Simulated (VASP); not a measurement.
Set up this calculation in VASP 6.6.1, as the native input.

```
Task                   : single point
Functional             : PBE
Dispersion             : D3(BJ)
Potentials or basis    : VASP PAW PBE potentials, release 64 (Cl, H, C)
Cutoff                 : 520 eV
k mesh                 : 1 × 1 × 1
Occupations            : fermi-dirac, width 0.05 eV
Spin                   : no spin polarisation
Dipole correction      : no
Further INCAR settings : LREAL = Auto; ALGO = Normal; EDIFF = 1e-07; NBANDS = 54
```

The structure of H3C2Cl lies in POSCAR:

```
H3C2Cl
1.0
    7.2097680000     -0.1730540000     -0.1352870000
   -0.1730540000      6.9843030000      0.5796930000
   -0.1352870000      0.5796930000      7.6149090000
Cl H C
4 12 8
Direct
    0.2719216235      0.2303777738      0.5508587270
    0.6966573156      0.2711444535      0.2891259944
    1.0069572901      0.5924486420      0.0857646362
    0.1467251608      0.0860776663      0.0743477547
    0.3222185424      0.3576185563      0.6514566367
    0.7912394075      0.3654227033      0.1464641826
    0.8870004855      0.6498735630      0.1833472310
    0.0267492534      0.0702376524     -0.0606044602
    0.5657872416      0.6750830454     -0.0297964503
    0.3815534751      0.8201444690      0.3154978237
    0.8250898349      0.9686880559      0.4070675360
    1.0416957675      0.6295975177      0.6913483302
    0.9403303548      0.2631886284      0.6114250173
    0.6118405526      0.1515867008      0.9150602224
    0.2584338857      0.5993880819      0.8568587845
    0.5871783210      0.6252280197      0.5486207763
    0.4643410859      0.7671388218      0.2227491238
    0.5315614860      0.7304950193      0.0858907847
    0.9739483722      0.7469986266      0.5992497978
    0.9032858001      0.8721229887      0.4986191213
    0.7236193160      0.1949237546      0.8182238751
    0.8395327131      0.2275396862      0.7041285324
    0.4767871376      0.6239508209      0.6397322907
    0.3638715612      0.5958482035      0.7555465284
```

These files were run (other wordings do the same):

INCAR

```
SYSTEM = H3C2Cl
  ALGO = Normal
  EDIFF = 1E-7
  ENCUT = 520
  GGA = PE
  ISIF = 2
  ISMEAR = -1
  IVDW = 12
  LASPH = .TRUE.
  LCHARG = .TRUE.
  LELF = .TRUE.
  LREAL = Auto
  LVHAR = .TRUE.
  LWAVE = .FALSE.
  NBANDS = 54
  NELM = 80
  PREC = Accurate
  SIGMA = 0.05
```

KPOINTS

```
k-points
0
G
  1 1 1
  0 0 0
```

Potentials or basis: VASP PAW PBE potentials, release 64 (Cl, H, C).

The run is started by

```bash
$ cat potpaw_PBE.64/Cl/POTCAR potpaw_PBE.64/H/POTCAR potpaw_PBE.64/C/POTCAR > POTCAR
$ mpirun -np 1 vasp_gam > vasp.out
```

It gave:

- Pressure: 0.2 GPa
- Largest force: 3.211 eV/Å
- Dispersion energy per atom: -0.064 eV

Caveat: the k points lie up to 0.91 Å⁻¹ apart, too coarse for converged energies, forces and pressures; the atoms stand as in a frame of molecular dynamics.

It took 24 s on 1 thread of AMD EPYC 9R45 96-Core Processor (Zen 5) (shared host), peak memory 0.36 GiB.
